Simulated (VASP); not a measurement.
# Cu: single point with PBEsol

Crystal: Cu.

```
CELL_PARAMETERS angstrom
-1.78262 1.78262 1.78262
1.78262 -1.78262 1.78262
1.78262 1.78262 -1.78262
ATOMIC_POSITIONS crystal
Cu 0.00000 0.00000 0.00000
```

| Property | Result |
| --- | --- |
| Program | VASP 6.6.1 |
| Task | single point |
| Functional | PBEsol |
| Potentials or basis | VASP PAW PBE potentials, release 64 (Cu) |
| Cutoff | 520 eV |
| k mesh | 8 × 8 × 8 |
| Occupations | gaussian, width 0.1 eV |
| Spin | no spin polarisation |

```
Pressure : -19.2 GPa
```

Levels at points of the mesh, in eV from the Fermi level:
```
           k point  band 3  band 4  band 5  band 6  band 7  band 8
(0.00, 0.00, 0.00)   -1.82   -1.82   -1.44   -1.44   16.53   16.53
(0.50, 0.00, 0.00)   -1.47   -1.41   -1.18    0.58    1.64   10.99
(0.50, 0.50, 0.50)   -1.24   -1.24   -1.24    5.73    5.73    5.73
```

Wall time 3.1 s on 1 thread of Intel(R) Xeon(R) 6975P-C (Granite Rapids), with other jobs on the host, peak memory 0.13 GiB.

Caveat: the PAW data sets were made with another functional, which shifts forces and pressure a little.
